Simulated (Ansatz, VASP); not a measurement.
## Two plane-wave programs on LiF

```
CELL_PARAMETERS angstrom
3.08105 0.00000 0.00000
-1.54053 2.66827 0.00000
0.00000 0.00000 4.78523
ATOMIC_POSITIONS crystal
Li 0.33333 0.66667 0.38244
Li 0.66667 0.33333 0.88244
F 0.33333 0.66667 0.99256
F 0.66667 0.33333 0.49256
```

Alike in both runs: task single point; functional r2SCAN; dispersion D4; k mesh 6 × 6 × 4; no spin polarisation.

|  | VASP | Ansatz |
| --- | --- | --- |
| version | VASP 6.6.1 | Ansatz 0.2.0 |
| potentials or method | VASP PAW PBE potentials, release 64 (Li_sv, F) | plane waves |
| plane-wave cutoff (eV) | 520 | 500 |
| occupations | gaussian, width 0.01 eV | fixed |
| valence electrons in the cell | 20 | 20 |

|  | VASP | Ansatz | Ansatz less VASP |
| --- | --- | --- | --- |
| gap on the k mesh at the Fermi level (eV) | 8.68 | 8.58 | -0.094 |

VASP's potentials were made for PBE, not for r2SCAN.

Noted on VASP's run: the cutoff is short for stress, so the pressure is rough.
